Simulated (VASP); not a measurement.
Write the native input for VASP 6.6.1 that does the following.

```
Task                   : single point
Functional             : PBEsol
Potentials or basis    : VASP PAW PBE potentials, release 64 (Hf_pv, N)
Cutoff                 : 520 eV
k mesh                 : 16 × 16 × 16
Occupations            : fermi-dirac, width 0.15 eV
Spin                   : no spin polarisation
Dipole correction      : no
Further INCAR settings : ALGO = Normal; EDIFF = 1e-06; NBANDS = 14
```

The structure of HfN lies in POSCAR:

```
HfN
1.0
    0.0000000000      2.2485835628      2.2485835628
    2.2485835628      0.0000000000      2.2485835628
    2.2485835628      2.2485835628      0.0000000000
Hf N
1 1
Direct
    0.0000000000      0.0000000000      0.0000000000
    0.5000000000      0.5000000000      0.5000000000
```

The input as run:

INCAR

```
ALGO     = Normal         # electronic algorithm
EDIFF    = 1E-6           # SCF threshold, eV
ENCUT    = 520            # plane-wave cutoff, eV
GGA      = PS             # functional
ISIF     = 2              # what is computed and relaxed
ISMEAR   = -1             # smearing method
LASPH    = T              # aspherical terms in the spheres
LCHARG   = T              # write CHGCAR
LELF     = T              # ELF
LREAL    = F              # projectors in reciprocal space
LVHAR    = T            
LWAVE    = F              # write WAVECAR
NBANDS   = 14             # bands
NELM     = 60             # most SCF steps
PREC     = Accurate       # precision mode
SIGMA    = 0.15           # smearing width, eV
```

KPOINTS

```
k-points
0
Gamma
  16 16 16
```

Potentials or basis: VASP PAW PBE potentials, release 64 (Hf_pv, N).

Command:

```sh
$ cat potpaw_PBE.64/Hf_pv/POTCAR potpaw_PBE.64/N/POTCAR > POTCAR
$ mpirun -np 1 vasp_std > vasp.out
```

It gave:

* Pressure: -1.2 GPa
* Band gap on the k mesh: zero (an odd number of electrons rules out a gap without spin polarisation)

Caveat: the PAW data sets were made with another functional, which shifts forces and pressure a little; spin-orbit coupling is left out, which moves the levels of the heavy elements.

Run time: 46 s on 1 thread of Intel Xeon 8259CL, on a shared host, peak memory 0.18 GiB.
